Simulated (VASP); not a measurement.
NbAs: single point with PBE

NbAs:

```xyz
2
Lattice="0.0000 2.5885 2.5885 2.5885 0.0000 2.5885 2.5885 2.5885 0.0000" Properties=species:S:1:pos:R:3 pbc="T T T"
Nb    2.5885    2.5885    2.5885
As    0.0000    0.0000    0.0000
```

This cell differs from its parent crystal: volume scaled by 0.945.

* Program: VASP 6.6.1
* Task: single point
* Functional: PBE
* Potentials or basis: VASP PAW PBE potentials, release 64 (Nb_sv, As)
* Cutoff: 520 eV
* k mesh: 12 × 12 × 12
* Occupations: gaussian, width 0.05 eV
* Spin: no spin polarisation
* Dipole correction: no
* Further INCAR settings: ALGO = Normal; EDIFF = 1e-06; NBANDS = 16

```yaml
Pressure: 9.1 GPa
Band_gap_on_the_k_mesh: zero (band 9 reaches 11.08 eV, above the bottom of band 10 at 9.06 eV)
```

Levels at points of the mesh, in eV from the Fermi level:
| k point | band 7 | band 8 | band 9 | band 10 | band 11 | band 12 |
| --- | --- | --- | --- | --- | --- | --- |
| (0.00, 0.00, 0.00) | -1.58 | -1.58 | -0.92 | -0.92 | -0.06 | -0.06 |
| (0.50, 0.00, 0.00) | -4.56 | -4.56 | 0.70 | 0.70 | 1.67 | 3.29 |
| (0.50, 0.50, 0.00) | -3.47 | -2.01 | -2.01 | 0.11 | 1.43 | 1.43 |

Wall time 17 s on 1 thread of Intel(R) Xeon(R) 6975P-C (Granite Rapids) (shared host), peak memory 0.18 GiB.
